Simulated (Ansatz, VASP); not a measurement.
**One calculation of C, two programs**

INCAR

```
PREC = Accurate ; ENCUT = 520
EDIFF = 1E-6 ; ISMEAR = -1
SIGMA = 0.05 ; LREAL = F
LASPH = T ; NELM = 80
ALGO = Normal ; ISIF = 2
LWAVE = F ; LCHARG = T
GGA = PS ; LELF = T
LVHAR = T ; NBANDS = 11
```

File KPOINTS:

```
regular mesh
0
Gamma
  7 7 7
```

Contents of POSCAR:

```
C
1.0
    0.0000000000      1.7833700000      1.7833700000
    1.7833700000      0.0000000000      1.7833700000
    1.7833700000      1.7833700000      0.0000000000
C
2
Direct
    0.7500000000      0.7500000000      0.7500000000
    0.5000000000      0.5000000000      0.5000000000
```

input.yaml

```yaml
crystal:
  lattice:
    - [0.0, 1.78337, 1.78337]
    - [1.78337, 0.0, 1.78337]
    - [1.78337, 1.78337, 0.0]
  atoms:
    - { symbol: C, position: [0.75, 0.75, 0.75] }
    - { symbol: C, position: [0.5, 0.5, 0.5] }
hamiltonian:
  xc: pbesol
  pseudopotentials: { kind: paw }
kpoints:
  mp_grid: { grid: [7, 7, 7] }
scf:
  occupations: { method: fermi_dirac, width: 0.05 }
  n_extra_bands: 6
output:
  forces: true
  stress: true
  eigenvalues: true
  dos: { projected: true, de: 0.05, nscf_kmesh: { grid: [11, 11, 11] } }
```

Alike in both runs: functional PBEsol; k mesh 7 × 7 × 7; occupations fermi-dirac, width 0.05 eV; no spin polarisation.

```csv
,VASP,Ansatz
version,VASP 6.6.1,Ansatz 0.2.0
potentials or method,"VASP PAW PBE potentials, release 64 (C)",Ansatz PAW
plane-wave cutoff (eV),520,420
valence electrons in the cell,8,8
task,single point,projected density of states
```

|  | VASP | Ansatz | Ansatz less VASP |
| --- | --- | --- | --- |
| gap on the k mesh at the Fermi level (eV) | 4.12 | 4.13 | +0.007 |
| least direct gap on the mesh (eV) | 5.54 | 5.54 | +0.001 |
| pressure (GPa) | -3.7 | -4.8 | -1.05 |

VASP's potentials were made for PBE, not for PBEsol.

The k mesh is coarse, so the values compare programs but aren't converged. Noted on Ansatz's run: Pulay correction over one GPa; odd divisions of the mesh miss points on the zone boundary, where band edges often lie, so the gap on the mesh can be too wide.
